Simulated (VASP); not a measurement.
A run of VASP 6.6.1 is set up as follows.

Contents of INCAR:

```
SYSTEM = Rh
ALGO = Normal
EDIFF = 1E-6
ENCUT = 520
ISIF = 2
ISMEAR = -1
LASPH = .True.
LCHARG = .False.
LREAL = .False.
LWAVE = .False.
NBANDS = 14
NELM = 60
PREC = Accurate
SIGMA = 0.03
```

Contents of KPOINTS:

```
k-points
0
Gamma
  16 16 16
  0 0 0
```

POSCAR

```
Rh
1.0
    0.0000000000      1.9015500000      1.9395810000
    1.9015500000      0.0000000000      1.9395810000
    1.9015500000      1.9015500000      0.0000000000
Rh
1
Direct
    0.0000000000      0.0000000000      0.0000000000
```

Potentials or basis: VASP PAW LDA potentials, release 64 (Rh_pv).

The run is started by

```console
$ cat potpaw_LDA.64/Rh_pv/POTCAR > POTCAR
$ mpirun -np 1 vasp_std > vasp.out
```

Question: Estimate the pressure.

Answer: -15.3 GPa.

Stress tensor (GPa, compression positive):
```
-13.78   0.00   0.00
  0.00 -13.78   0.00
  0.00   0.00 -18.25
```

Caveat: the cell differs from its parent crystal (zz strain of +2 %).
